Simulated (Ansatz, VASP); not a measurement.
**ZnS: VASP beside Ansatz**

```
Zn S
1.0
     3.80874    0.00000    0.00000
    -1.90437    3.29846    0.00000
     0.00000    0.00000   12.46647
Zn S
4 4
Direct
  0.00000 0.00000 0.00108
  0.00000 0.00000 0.49915
  0.33333 0.66667 0.25054
  0.66667 0.33333 0.74960
  0.00000 0.00000 0.18423
  0.00000 0.00000 0.69024
  0.33333 0.66667 0.43799
  0.66667 0.33333 0.93717
```

Change from the starting cell: mode 24 (340.4 1/cm) frozen in, largest displacement +0.037 Å.

Alike in both runs: task single point; functional r2SCAN; k mesh 6 × 6 × 2; occupations gaussian, width 0.05 eV; no spin polarisation.

|  | VASP | Ansatz |
| --- | --- | --- |
| version | VASP 6.6.1 | Ansatz 0.2.0 |
| potentials or method | VASP PAW PBE potentials, release 64 (Zn, S), cutoff 520 eV | scalar-relativistic, plane waves, PAW |
| valence electrons in the cell | 72 | 72 |

|  | VASP | Ansatz | Ansatz less VASP |
| --- | --- | --- | --- |
| gap on the k mesh at the Fermi level (eV) | 2.71 | 2.70 | -0.009 |
| least direct gap on the mesh (eV) | 2.71 | 2.70 | -0.009 |
| pressure (GPa) | 0.1 | 0.0 | -0.01 |
| traceless stress, the component that is largest in VASP (GPa) | 0.08 | 0.06 | -0.018 |
| rms of the force components (eV/Å) | 0.185 | 0.185 | +0.0004 |

VASP's potentials were made for PBE, not for r2SCAN. Atom by atom the forces differ by 0.004 eV/Å (rms over components).
